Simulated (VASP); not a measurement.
Here is a VASP 6.6.1 calculation.

POSCAR

```
Au
1.0
   -1.6234376908      1.6234376908      1.6234376908
    1.6234376908     -1.6234376908      1.6234376908
    1.6234376908      1.6234376908     -1.6234376908
Au
1
Direct
    0.0000000000      0.0000000000      0.0000000000
```

File INCAR.step1:

```
ALGO = Normal
EDIFF = 1E-4
ENCUT = 520
GGA = PE
ISMEAR = -1
LASPH = True
LCHARG = False
LREAL = False
LWAVE = True
NBANDS = 12
NELM = 60
PREC = Accurate
SIGMA = 0.05
```

Contents of INCAR.step2:

```
ALGO = Normal
EDIFF = 1E-7
ENCUT = 520
ISIF = 2
ISMEAR = -1
ISTART = 1
LASPH = True
LCHARG = True
LELF = True
LMIXTAU = True
LREAL = False
LVHAR = True
LWAVE = False
METAGGA = R2SCAN
NBANDS = 12
NELM = 60
PREC = Accurate
SIGMA = 0.05
```

File KPOINTS:

```
k-points
0
Gamma
  11 11 11
```

Potentials or basis: VASP PAW PBE potentials, release 64 (Au).

Command:

```sh
$ cat potpaw_PBE.64/Au/POTCAR > POTCAR
$ cp INCAR.step1 INCAR
$ mpirun -np 1 vasp_std > vasp.out
$ cp INCAR.step2 INCAR
$ mpirun -np 1 vasp_std > vasp.out
```

(1) What does it give for the pressure?

Answers

(1) 5.4 GPa.

Caveat: the PAW data sets were made with another functional, which shifts forces and pressure a little.
